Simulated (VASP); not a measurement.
# Cl (Fmmm) in VASP: notebook

Runs on Cl. Level: PBE. Tasks: single point, relaxation of cell and atoms.

Program: VASP 6.6.1. These are calculated values, not measurements. Logs are shortened: lines on timing, memory, paths and dates and some standing lists are left out, and cuts for length are marked.

## Step 1: The cell of the first run

It takes space group Fmmm (No. 69, orthorhombic). Conventional cell: a = 4.441 Å, b = 7.731 Å, c = 9.209 Å, α = 90.00°, β = 90.00°, γ = 90.00°. Within 2.7 Å of Cl (site symmetry mm2) lie 1 Cl at 2.01 Å.

## Step 2: Single point, PBE

INCAR reads:

```
SYSTEM = Cl
ALGO = Normal ; EDIFF = 1E-7
ENCUT = 520 ; GGA = PE
ISIF = 2 ; ISMEAR = 0
LASPH = .True. ; LCHARG = .False.
LREAL = .False. ; LWAVE = .False.
NBANDS = 14 ; NELM = 100
PREC = Accurate ; SIGMA = 0.02
```

KPOINTS reads:

```
k-points
0
Gamma
  8 8 8
  0 0 0
```

POSCAR reads:

```
Cl
1.0
    0.0000000000      3.8653118435      4.6045603121
    2.2204922179      0.0000000000      4.6045603121
    2.2204922179      3.8653118435      0.0000000000
Cl
2
Direct
    0.1092983336      0.1092983336      0.8907016664
    0.8907016664      0.8907016664      0.1092983336
```

Potentials or basis: VASP PAW PBE potentials, release 64 (Cl).

Run with:

```
$ cat potpaw_PBE.64/Cl/POTCAR > POTCAR
$ mpirun -np 1 vasp_std > vasp.out
```

OUTCAR:

```text
SYSTEM = Cl
   EDIFF = 1E-7
   ENCUT = 520
   GGA = PE
   ISIF = 2
   ISMEAR = 0
   LASPH = .True.
   LREAL = .False.
   NELM = 100
   PREC = Accurate

 ion  position               nearest neighbor table
   1  0.109  0.109  0.891-   2 2.01
   2  0.891  0.891  0.109-   1 2.01

  LATTYP: Found a face centered orthorhombic cell.
 ALAT       =     4.4409844358
 B/A-ratio  =     1.7407455033
 C/A-ratio  =     2.0736664938

  Lattice vectors:

 A1 = (   0.0000000000,   3.8653118435,   4.6045603121)
 A2 = (   2.2204922179,   0.0000000000,   4.6045603121)
 A3 = (   2.2204922179,   3.8653118435,   0.0000000000)

Analysis of symmetry for initial positions (statically):
=====================================================================
 Subroutine PRICEL returns:
 Original cell was already a primitive cell.

 Routine SETGRP: Setting up the symmetry group for a
 face centered orthorhombic supercell.

 Subroutine GETGRP returns: Found  8 space group operations
 (whereof  8 operations were pure point group operations)
 out of a pool of  8 trial point group operations.

The static configuration has the point symmetry D_2h.

Analysis of symmetry for dynamics (positions and initial velocities):
=====================================================================
 Subroutine PRICEL returns:
 Original cell was already a primitive cell.

 Routine SETGRP: Setting up the symmetry group for a
 face centered orthorhombic supercell.

 Subroutine GETGRP returns: Found  8 space group operations
 (whereof  8 operations were pure point group operations)
 out of a pool of  8 trial point group operations.

The dynamic configuration has the point symmetry D_2h.

 Subroutine INISYM returns: Found  8 space group operations
 (whereof  8 operations are pure point group operations),
 and found     1 'primitive' translations

----------------------------------------------------------------------------------------

                                     Primitive cell

  volume of cell :      79.0409

  direct lattice vectors                    reciprocal lattice vectors
     0.000000000  3.865311843  4.604560312    -0.225175299  0.129355669  0.108588001
     2.220492218  0.000000000  4.604560312     0.225175299 -0.129355669  0.108588001
     2.220492218  3.865311843  0.000000000     0.225175299  0.129355669 -0.108588001

  length of vectors
     6.011872530  5.112001698  4.457714811     0.281474970  0.281474970  0.281474970

  position of ions in fractional coordinates (direct lattice)
     0.109298334  0.109298334  0.890701666
     0.890701666  0.890701666  0.109298334

  ion indices of the primitive-cell ions
   primitive index   ion index
                 1           1
                 2           2

----------------------------------------------------------------------------------------

 KPOINTS: k-points

Automatic generation of k-mesh.
 Grid dimensions read from file:
 generate k-points for:    8    8    8

 Generating k-lattice:

  Cartesian coordinates                     Fractional coordinates (reciprocal lattice)
    -0.028146912  0.016169459  0.013573500     0.125000000  0.000000000 -0.000000000
     0.028146912 -0.016169459  0.013573500     0.000000000  0.125000000  0.000000000
     0.028146912  0.016169459 -0.013573500    -0.000000000  0.000000000  0.125000000

  Length of vectors
     0.035184371  0.035184371  0.035184371

  Shift w.r.t. Gamma in fractional coordinates (k-lattice)
     0.000000000  0.000000000  0.000000000

 Subroutine IBZKPT returns following result:
 ===========================================

 Found     95 irreducible k-points:

 Following reciprocal coordinates:
            Coordinates               Weight
  0.000000  0.000000  0.000000      1.000000
  0.125000  0.000000  0.000000      8.000000
  0.250000  0.000000  0.000000      8.000000
  0.375000  0.000000  0.000000      8.000000
  0.500000  0.000000  0.000000      4.000000
  0.125000  0.125000  0.000000      2.000000
[... 16 lines left out ...]
  0.250000  0.000000  0.125000      8.000000
  0.375000  0.000000  0.125000      8.000000
 [... further k-points ...]
   k-points           NKPTS =     95   k-points in BZ     NKDIM =     95   number of bands    NBANDS=     14
   number of dos      NEDOS =    301   number of ions     NIONS =      2
   total plane-waves  NPLWV =  69120
   dimension x,y,z NGX =    48 NGY =   40 NGZ =   36
   dimension x,y,z NGXF=    96 NGYF=   80 NGZF=   72
   ions per type =               2
   NGX,Y,Z   is equivalent  to a cutoff of  13.27, 13.01, 13.43 a.u.
   NGXF,Y,Z  is equivalent  to a cutoff of  26.55, 26.02, 26.85 a.u.
 SYSTEM =  Cl
   PREC   = accura    normal or accurate (medium, high low for compatibility)
   ISTART =      0    job   : 0-new  1-cont  2-samecut
   ICHARG =      2    charge: 1-file 2-atom 10-const
   ISPIN  =      1    spin polarized calculation?
   LNONCOLLINEAR =      F non collinear calculations
   LSORBIT =      F    spin-orbit coupling
   LASPH  =      T    aspherical Exc in radial PAW
   ENCUT  =  520.0 eV  38.22 Ry    6.18 a.u.  11.18  9.50  8.29*2*pi/ulx,y,z
   NELM   =    100;   NELMIN=  2; NELMDL= -5     # of ELM steps
   EDIFF  = 0.1E-06   stopping-criterion for ELM
   LREAL  =      F    real-space projection
   EDIFFG = 0.1E-05   stopping-criterion for IOM
   NSW    =      0    number of steps for IOM
   IBRION =     -1    ionic relax: 0-MD 1-quasi-New 2-CG
   NFREE  =      0    steps in history (QN), initial steepest desc. (CG)
   ISIF   =      2    stress and relaxation
   ISYM   =      2    0-nonsym 1-usesym 2-fastsym
   POTIM  = 0.5000    time-step for ionic-motion
   TEBEG  =    0.0;   TEEND  =   0.0 temperature during run
   PSTRESS=    0.0 pullay stress
   NELECT =      14.0000    total number of electrons
   NUPDOWN=      -1.0000    fix difference up-down
   EMIN   =  10.00;   EMAX   =-10.00  energy-range for DOS
   EFERMI =   0.00;   METHOD = LEGACY
   ISMEAR =     0;   SIGMA  =   0.02  broadening in eV -4-tet -1-fermi 0-gaus
   EFERMI_NEDOS =   21; number of points for ismear=-14 and -15
   IALGO  =     38    algorithm
   IMIX   =      4    mixing-type and parameters
     AMIX     =   0.40;   BMIX     =  1.00
     AMIX_MAG =   1.60;   BMIX_MAG =  1.00
  volume/ion in A,a.u.               =      39.52       266.70
  Fermi-wavevector in a.u.,A,eV,Ry     =   0.919391  1.737397 11.500727  0.845280
  Thomas-Fermi vector in A             =   2.044579
   LORBIT       =      0    0 simple, 1 ext, 2 COOP (PROOUT), +10 PAW based schemes
   GGA     = PE    functional components
   LHFCALC =     F    Hartree Fock is set to
   AEXX    =    0.0000 exact exchange contribution
   IVDW    =     0    specifies the selected vdW correction
   LEPSILON=     F    determine dielectric tensor
   LRPA    =     F    only Hartree local field effects (RPA)
 non-spin polarized calculation
 Gauss-broadening in eV      SIGMA  =   0.02
  energy-cutoff  :      520.00
  volume of cell :       79.04
 maximum number of plane-waves:      2162
 NGX is ok and might be reduce to    48
   NGX = 23   NGY = 19   NGZ = 17

 number of electron      14.0000001 magnetization

 Free energy of the ion-electron system (eV)
  ---------------------------------------------------
  ext. energy  EPLUGINS =         0.00000000
  ---------------------------------------------------
  free energy    TOTEN  =        -3.66578680 eV

  energy without entropy =       -3.66578680  energy(sigma->0) =       -3.66578680

 E-fermi :  -2.0265     XC(G=0):  -6.4038

 val. band max:       -2.1384879017   @ k =   0.5000   0.5000   0.0000
 cond. band min:      -0.3085920624   @ k =   0.5000   0.5000   0.0000
 fundamental gap:      1.8298958393
 Fermi energy:        -2.0265105589

 k-point     1 :       0.0000    0.0000    0.0000
  band No.  band energies     occupation
      1     -18.8262      2.00000
      2     -14.4980      2.00000
      3      -7.7673      2.00000
      4      -5.0556      2.00000
      5      -4.8499      2.00000
      6      -2.9184      2.00000
      7      -2.3588      2.00000
      8       0.9162      0.00000
      9       3.5787      0.00000
     10       8.1310      0.00000
     11       8.9472      0.00000
     12       9.0290      0.00000
     13       9.0831      0.00000
     14       9.1395      0.00000

 k-point     2 :       0.1250    0.0000    0.0000
  band No.  band energies     occupation
      1     -18.8127      2.00000
      2     -14.5246      2.00000
      3      -7.7035      2.00000
      4      -5.0820      2.00000
      5      -4.9308      2.00000
      6      -2.9165      2.00000
      7      -2.4002      2.00000
      8       0.8570      0.00000
      9       3.8777      0.00000
     10       7.9915      0.00000
     11       8.3093      0.00000
     12       8.6759      0.00000
     13       9.2622      0.00000
     14       9.9081      0.00000

 k-point     3 :       0.2500    0.0000    0.0000
  band No.  band energies     occupation
      1     -18.7795      2.00000
      2     -14.5881      2.00000
      3      -7.5442      2.00000
      4      -5.2170      2.00000
      5      -5.0558      2.00000
      6      -2.8942      2.00000
      7      -2.4910      2.00000
      8       0.6887      0.00000
      9       4.6203      0.00000
     10       7.5007      0.00000
     11       7.7983      0.00000
     12       8.7949      0.00000
     13       9.2841      0.00000
     14      10.1235      0.00000
[... 324 lines left out ...]
 k-point    23 :       0.2500    0.0000    0.1250
  band No.  band energies     occupation
      1     -18.8032      2.00000
      2     -14.5195      2.00000
      3      -7.6812      2.00000
      4      -5.2407      2.00000
      5      -4.9468      2.00000
      6      -2.9477      2.00000
      7      -2.4454      2.00000
      8       0.8550      0.00000
      9       4.3862      0.00000
     10       7.2616      0.00000
     11       8.1068      0.00000
     12       9.2074      0.00000
     13       9.3702      0.00000
     14      10.1050      0.00000

 k-point    24 :       0.3750    0.0000    0.1250
  band No.  band energies     occupation
      1     -18.7698      2.00000
      2     -14.5831      2.00000
      3      -7.5199      2.00000
      4      -5.3453      2.00000
      5      -5.0987      2.00000
      6      -2.9323      2.00000
      7      -2.5266      2.00000
      8       0.6866      0.00000
      9       5.1622      0.00000
     10       7.2012      0.00000
     11       7.6963      0.00000
     12       8.8770      0.00000
     13       9.7327      0.00000
     14       9.9587      0.00000

 [... further k-points ...]

------------------------ aborting loop because EDIFF is reached ----------------------------------------

  FORCE on cell =-STRESS in cart. coord.  units (eV):
  Direction    XX          YY          ZZ          XY          YZ          ZX
  --------------------------------------------------------------------------------------
  -------------------------------------------------------------------------------------
  Total       -0.0150473     -0.0110200     -0.3652321      0.0000000      0.0000000      0.0000000
  in kB       -0.3050124     -0.2233787     -7.4033378      0.0000000      0.0000000      0.0000000
  external PRESSURE =      -2.6439096 kB  Pullay stress =       0.0000000 kB

 VOLUME and BASIS-vectors are now :
 -----------------------------------------------------------------------------
  energy-cutoff  :      520.00
  volume of cell :       79.04
      direct lattice vectors                 reciprocal lattice vectors
     0.000000000  3.865311843  4.604560312    -0.225175299  0.129355669  0.108588001
     2.220492218  0.000000000  4.604560312     0.225175299 -0.129355669  0.108588001
     2.220492218  3.865311843  0.000000000     0.225175299  0.129355669 -0.108588001

 POSITION                                       TOTAL-FORCE (eV/Angst)
 -----------------------------------------------------------------------------------
      2.22049      3.86531      1.00654         0.000000      0.000000     -0.184139
      2.22049      3.86531      8.20258         0.000000      0.000000      0.184139
 -----------------------------------------------------------------------------------
    total drift:                                0.000000      0.000000     -0.000000

  FREE ENERGIE OF THE ION-ELECTRON SYSTEM (eV)
  ---------------------------------------------------
  free  energy   TOTEN  =        -3.6657867962 eV

  energy  without entropy=       -3.6657867962  energy(sigma->0) =       -3.66578680
```

It took 85 s on 1 thread of AMD EPYC 9R45 (Zen 5), shared host; peak memory 0.24 GiB.

Results:

* Free energy: -3.6658 eV
* Pressure: -0.3 GPa
* Largest force: 0.184 eV/Å
* Band gap on the k mesh: 1.83 eV, direct

Forces on the atoms (eV/Å):
```
Cl   0.000  0.000 -0.184
Cl   0.000  0.000  0.184
```

Levels at points of the mesh, in eV from the valence-band top:
```
           k point  band 3  band 4  band 5  band 6  band 7  band 8  band 9  band 10  band 11  band 12
(0.00, 0.00, 0.00)   -5.63   -2.92   -2.71   -0.78   -0.22    3.05    5.72    10.27    11.09    11.17
(0.50, 0.00, 0.00)   -5.16   -3.39   -2.98   -0.70   -0.43    2.51    7.76     9.17    10.14    10.97
(0.50, 0.50, 0.00)   -4.63   -3.10   -2.80   -0.45    0.00    1.83    6.09     8.22    10.01    10.52
(0.50, 0.00, 0.50)   -5.54   -3.49   -2.81   -0.89   -0.41    3.03    8.03     8.09    10.40    11.28
(0.00, 0.50, 0.50)   -4.64   -3.22   -3.18   -1.05   -0.06    1.98    7.48     9.83     9.98    10.09
```

A k mesh can miss the band edges.

## Step 3: Relaxation of cell and atoms, PBE

This run uses another cell than the first one, of 38.05 Å³/atom, 0.963 times its volume.

INCAR reads:

```
SYSTEM = Cl
  PREC = Accurate
  ENCUT = 600
  EDIFF = 1E-6
  ISMEAR = 0
  SIGMA = 0.02
  LREAL = .False.
  LASPH = .True.
  NELM = 100
  ALGO = Normal
  ISIF = 3
  LWAVE = .False.
  LCHARG = .False.
  GGA = PE
  IBRION = 2
  NSW = 100
  EDIFFG = -0.01
```

KPOINTS reads:

```
Automatic mesh
0
Gamma
  8 8 8
  0 0 0
```

POSCAR reads:

```
Cl
1.0
    0.0000000000      3.5636040259      4.6065142325
    2.3179065409      0.0000000000      4.6065142325
    2.3179065409      3.5636040259      0.0000000000
Cl
2
Direct
    0.1092058604      0.1092058604      0.8907941396
    0.8907941396      0.8907941396      0.1092058604
```

Potentials or basis: VASP PAW PBE potentials, release 64 (Cl).

Run with:

```
$ cat potpaw_PBE.64/Cl/POTCAR > POTCAR
$ mpirun -np 1 vasp_std > vasp.out
```

OUTCAR:

```text
SYSTEM = Cl
   PREC = Accurate
   ENCUT = 600
   EDIFF = 1E-6
   ISMEAR = 0
   LREAL = .False.
   LASPH = .True.
   NELM = 100
   ISIF = 3
   GGA = PE
   IBRION = 2
   NSW = 100
   EDIFFG = -0.01

 ion  position               nearest neighbor table
   1  0.109  0.109  0.891-   2 2.01
   2  0.891  0.891  0.109-   1 2.01

  LATTYP: Found a face centered orthorhombic cell.
 ALAT       =     4.6358130818
 B/A-ratio  =     1.5374235169
 C/A-ratio  =     1.9873597797

  Lattice vectors:

 A1 = (   0.0000000000,   3.5636040259,   4.6065142325)
 A2 = (   2.3179065409,   0.0000000000,   4.6065142325)
 A3 = (   2.3179065409,   3.5636040259,   0.0000000000)

Analysis of symmetry for initial positions (statically):
=====================================================================
 Subroutine PRICEL returns:
[... 375 lines left out ...]
      3      -7.7757      2.00000
      4      -5.0876      2.00000
      5      -4.9330      2.00000
      6      -2.9169      2.00000
      7      -2.3723      2.00000
      8       0.9398      0.00000
      9       3.5538      0.00000
     10       8.2514      0.00000
     11       8.7802      0.00000
[... 309 lines left out ...]
 k-point    24 :       0.3750    0.0000    0.1250
  band No.  band energies     occupation
      1     -18.8581      2.00000
      2     -14.5799      2.00000
      3      -7.5390      2.00000
      4      -5.4052      2.00000
      5      -5.1454      2.00000
      6      -2.9262      2.00000
      7      -2.5283      2.00000
      8       0.7210      0.00000
      9       5.1415      0.00000
     10       7.1182      0.00000
     11       7.6442      0.00000

 [... further k-points ...]

------------------------ aborting loop because EDIFF is reached ----------------------------------------

  FORCE on cell =-STRESS in cart. coord.  units (eV):
  Direction    XX          YY          ZZ          XY          YZ          ZX
  --------------------------------------------------------------------------------------
  -------------------------------------------------------------------------------------
  Total       -0.0084789      0.0048976      0.0062343      0.0000000      0.0000000      0.0000000
  in kB       -0.1709022      0.0987180      0.1256612      0.0000000      0.0000000      0.0000000
  external PRESSURE =       0.0178257 kB  Pullay stress =       0.0000000 kB
[... 17 lines left out ...]
  FREE ENERGIE OF THE ION-ELECTRON SYSTEM (eV)
  ---------------------------------------------------
  free  energy   TOTEN  =        -3.6667213824 eV

  energy  without entropy=       -3.6667213824  energy(sigma->0) =       -3.66672138

 reached required accuracy - stopping structural energy minimisation
```

OSZICAR:

```text
N       E                     dE             d eps       ncg     rms          rms(c)
DAV:   1     0.876217175530E+02    0.87622E+02   -0.62033E+03  2090   0.116E+03
DAV:   2     0.195813884299E+01   -0.85664E+02   -0.81242E+02  3339   0.179E+02
[... 143 lines left out ...]
  17 F= -.36666784E+01 E0= -.36666784E+01  d E =-.305787E-04
       N       E                     dE             d eps       ncg     rms          rms(c)
DAV:   1    -0.366720604594E+01   -0.52698E-03   -0.38728E-02  2096   0.142E+00    0.173E-01
DAV:   2    -0.366687291246E+01    0.33313E-03   -0.11565E-03  2318   0.306E-01    0.598E-02
DAV:   3    -0.366672999695E+01    0.14292E-03   -0.25932E-04  2432   0.115E-01    0.324E-02
DAV:   4    -0.366672075715E+01    0.92398E-05   -0.18492E-05  2524   0.351E-02    0.189E-02
DAV:   5    -0.366672138244E+01   -0.62529E-06   -0.54296E-06  2468   0.180E-02
  18 F= -.36667214E+01 E0= -.36667214E+01  d E =-.735299E-04
```

Run time: 11 min. Hardware: 1 thread of AMD EPYC 9R45 (Zen 5), shared host; peak memory 0.27 GiB.

Results:

* Free energy: -3.6667 eV
* Relaxed volume: 39.74 Å³/atom
* Relaxed cell: a = 5.963 Å, b = 5.134 Å, c = 4.424 Å, α = 76.80°, β = 56.95°, γ = 46.25°
* Space group after relaxing (to 0.05 Å): Fmmm (No. 69)
* Energy gained by relaxing: 1.7 meV/atom
* Ionic steps: 18
* Pressure after relaxing: 0.0 GPa
* Largest force after relaxing: 0.009 eV/Å
* Band gap on the k mesh: 1.95 eV, direct

Forces in eV/Å, atoms in the order of the input:
```
Cl   0.000  0.000 -0.009
Cl   0.000  0.000  0.009
```

The path:
```tsv
step	energy change (eV)	largest force (eV/Å)	pressure (GPa)	volume (Å³)
1	0.0000	0.1947	-0.21	76.10
2	0.0052	0.4811	0.79	75.54
3	-0.0011	0.0073	0.07	75.93
4	-0.0011	0.0026	0.07	75.93
5	-0.0012	0.0024	0.07	76.08
6	-0.0015	0.0005	0.07	76.54
7	-0.0020	0.0053	0.06	77.46
8	-0.0026	0.0178	0.02	79.31
9	-0.0027	0.0205	0.02	79.96
10	-0.0027	0.0295	0.00	81.26
11	-0.0004	0.2710	-0.42	81.97
12	-0.0027	0.0018	-0.04	81.32
13	-0.0028	0.0082	-0.02	81.05
14	-0.0032	0.0234	0.02	80.25
15	-0.0031	0.0594	0.13	78.64
16	-0.0032	0.0394	0.06	79.66
17	-0.0033	0.0267	0.05	79.61
18	-0.0033	0.0086	0.00	79.49
```

Final structure:
```
Cl
1.0
     0.00000    3.79306    4.60118
     2.27725    0.00000    4.60118
     2.27725    3.79306    0.00000
Cl
2
Direct
  0.10877 0.10877 0.89123
  0.89123 0.89123 0.10877
```

A k mesh can miss the band edges. Expect the measured gap to be larger: semilocal functionals such as PBE lack the derivative discontinuity.
